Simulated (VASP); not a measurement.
**Cs3Yb: single point with PBE**

Crystal: Cs3Yb.

```
Yb Cs
1.0
    10.84644    0.00000    0.00000
     0.00000    5.42322    0.00000
     0.00000    0.00000    5.42322
Yb Cs
2 6
Direct
  0.00000 0.00000 0.00000
  0.50000 0.00000 0.00000
  0.00000 0.50000 0.50000
  0.50000 0.50000 0.50000
  0.25000 0.00000 0.50000
  0.75000 0.00000 0.50000
  0.25000 0.50000 0.00000
  0.75000 0.50000 0.00000
```

* Program: VASP 6.6.1
* Task: single point
* Functional: PBE
* Potentials or basis: VASP PAW PBE potentials, release 64 (Yb, Cs_sv)
* Cutoff: 520 eV
* k mesh: 3 × 5 × 5
* Occupations: fermi-dirac, width 0.1 eV
* Spin: collinear spin, zero start
* Starting moments: [0.0, 0.0, 0.0, 0.0, 0.0, 0.0, 0.0, 0.0] μB
* Dipole correction: no
* Further INCAR settings: ALGO = Normal; EDIFF = 1e-07; NBANDS = 65

The pressure is 7.0 GPa and the band gap on the k mesh is zero (filled and empty bands overlap). The net moment is 0.00 μB per cell and the valence electrons inside the program's atomic spheres are Yb 22.18; Cs 6.60.

Stress tensor (GPa, compression positive):
```
7.10 0.00 0.00
0.00 6.98 0.00
0.00 0.00 6.98
```

Levels at points of the mesh, in eV from the Fermi level:
Spin up:
```tsv
k point	band 47	band 48	band 49	band 50	band 51	band 52	band 53	band 54	band 55	band 56
(0.00, 0.00, 0.00)	-0.59	-0.59	-0.58	-0.58	-0.58	-0.56	-0.23	-0.23	-0.23	0.21
```
Spin down:
| k point | band 49 | band 50 | band 51 | band 52 | band 53 | band 54 |
| --- | --- | --- | --- | --- | --- | --- |
| (0.00, 0.00, 0.00) | -0.58 | -0.58 | -0.58 | -0.56 | -0.23 | -0.23 |

Run time: 11 min on 1 × NVIDIA H100 80GB with 1 thread of AMD EPYC 7R13 Processor (Zen 3) (shared host), peak memory 1.7 GiB.

Caveat: the cell stands under pressure; spin-orbit coupling is left out, which moves the levels of the heavy elements.
